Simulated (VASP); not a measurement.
# Ti: single point with PBEsol

Crystal: Ti.

```xyz
3
Lattice="4.7411 0.0000 0.0000 -2.3705 4.1059 0.0000 0.0000 0.0000 2.7988" Properties=species:S:1:pos:R:3 pbc="T T T"
Ti    0.0000    0.0000    0.0000
Ti    0.0000    2.7372    1.3994
Ti    2.3705    1.3686    1.3994
```

This cell differs from its parent crystal: strain +0.050 along x and y, +0.000 along z.

- Program: VASP 6.6.1
- Task: single point
- Functional: PBEsol
- Potentials or basis: VASP PAW PBE potentials, release 64 (Ti_sv)
- Cutoff: 520 eV
- k mesh: 12 × 12 × 18
- Occupations: gaussian, width 0.15 eV
- Spin: no spin polarisation

```yaml
Pressure: -9.7 GPa
Band_gap_on_the_k_mesh: zero (bands 18 and 19 overlap by 0.31 eV)
```

Stress tensor (GPa, compression positive):
```
-12.31   0.00   0.00
  0.00 -12.31   0.00
  0.00   0.00  -4.59
```

Levels at points of the mesh, in eV from the Fermi level:
| k point | band 15 | band 16 | band 17 | band 18 | band 19 | band 20 | band 21 | band 22 |
| --- | --- | --- | --- | --- | --- | --- | --- | --- |
| (0.00, 0.00, 0.00) | -0.69 | -0.69 | -0.59 | -0.59 | -0.24 | 0.45 | 1.23 | 1.23 |
| (0.50, 0.00, 0.00) | -2.44 | -0.40 | -0.35 | -0.29 | 0.05 | 0.34 | 0.81 | 1.39 |
| (0.00, 0.00, 0.50) | -1.83 | -1.43 | -1.40 | -1.40 | 0.91 | 0.91 | 1.28 | 1.28 |
| (0.50, 0.00, 0.50) | -1.54 | -0.99 | -0.56 | -0.32 | 0.39 | 0.91 | 0.96 | 1.06 |

Run time: 6.1 min on 1 thread of Intel(R) Xeon(R) 6975P-C (Granite Rapids), with other jobs on the host, peak memory 0.32 GiB.

Caveat: the cell differs from its parent crystal (strain +0.050 along x and y, +0.000 along z); the cell stands under tension; the PAW data sets were made with another functional, which shifts forces and pressure a little.
